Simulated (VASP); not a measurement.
A run of VASP 6.6.1 is set up as follows.

Contents of INCAR:

```
SYSTEM = Sb
ALGO = Normal ; EDIFF = 1E-7
ENCUT = 520 ; GGA = PS
ISIF = 2 ; ISMEAR = 0
LASPH = .True. ; LCHARG = .False.
LREAL = .False. ; LWAVE = .False.
NBANDS = 8 ; NELM = 100
PREC = Accurate ; SIGMA = 0.1
```

Contents of KPOINTS:

```
k-points
0
Gamma
  18 18 18
  0 0 0
```

File POSCAR:

```
Sb
1.0
    3.0617437797      0.0000000000      0.0000000000
    0.0000000000      3.0617437797      0.0000000000
    0.0000000000      0.0000000000      2.9698914663
Sb
1
Direct
    0.0000000000      0.0000000000      0.0000000000
```

Potentials or basis: VASP PAW PBE potentials, release 64 (Sb).

Launch:

```bash
$ cat potpaw_PBE.64/Sb/POTCAR > POTCAR
$ mpirun -np 1 vasp_std > vasp.out
```

What does it give for the pressure?

2.3 GPa.

Stress tensor (GPa, compression positive):
```
0.64 0.00 0.00
0.00 0.64 0.00
0.00 0.00 5.59
```

Caveat: the cell differs from its parent crystal (strain along c alone, the other axes held: -3.0 %); the PAW data sets were made with another functional, which shifts forces and pressure a little.
